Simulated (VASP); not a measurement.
Ca (a cell with a defect), 7 atoms in the cell. The cell holds a defect, 7 atoms: a = 7.760 Å, b = 7.760 Å, c = 7.760 Å, α = 109.47°, β = 109.47°, γ = 109.47°. 

* Program: VASP 6.6.1
* Task: single point
* Functional: PBEsol
* Potentials or basis: VASP PAW PBE potentials, release 64 (Ca_sv)
* Cutoff: 520 eV
* k mesh: 2 × 2 × 2
* Occupations: gaussian, width 0.1 eV
* Spin: no spin polarisation
* Dipole correction: no
* Further INCAR settings: ALGO = Normal; EDIFF = 1e-06; NBANDS = 44

Potentials or basis: VASP PAW PBE potentials, release 64 (Ca_sv).

Run with:

```sh
$ cat potpaw_PBE.64/Ca_sv/POTCAR > POTCAR
$ mpirun -np 1 vasp_std > vasp.out
```

Hardware: 1 thread of Intel(R) Xeon(R) 6975P-C (Granite Rapids) (shared host).

Q: Estimate the wall time of this run.

A: It took 52 s on 1 thread of Intel(R) Xeon(R) 6975P-C (Granite Rapids) (shared host), peak memory 0.48 GiB. Counts: scf iterations 13, k points 4.
